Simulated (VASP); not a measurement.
Here is a VASP 6.6.1 calculation.

Contents of INCAR:

```
PREC = Accurate
ENCUT = 520
EDIFF = 1E-7
ISMEAR = 0
SIGMA = 0.1
LREAL = F
LASPH = T
NELM = 100
ALGO = Fast
ISIF = 2
LWAVE = F
LCHARG = T
GGA = CA
LELF = T
LVHAR = T
NBANDS = 19
```

File KPOINTS:

```
regular mesh
0
Gamma
  9 9 4
```

Contents of POSCAR:

```
Zn
1.0
    2.6143598000      0.0000000000      0.0000000000
   -1.3071799000      2.2641020000      0.0000000000
    0.0000000000      0.0000000000      4.8731610200
Zn
2
Direct
    0.3333333300      0.6666666700      0.2500000000
    0.6666666700      0.3333333300      0.7500000000
```

Potentials or basis: VASP PAW LDA potentials, release 64 (Zn).

Run with:

```bash
$ cat potpaw_LDA.64/Zn/POTCAR > POTCAR
$ mpirun -np 1 vasp_std > vasp.out
```

(1) What does it give for the band gap on the k mesh?

(2) Estimate the pressure.

Answers

(1) zero (band 12 reaches 4.23 eV, above the bottom of band 13 at 0.17 eV).

(2) -5.0 GPa.
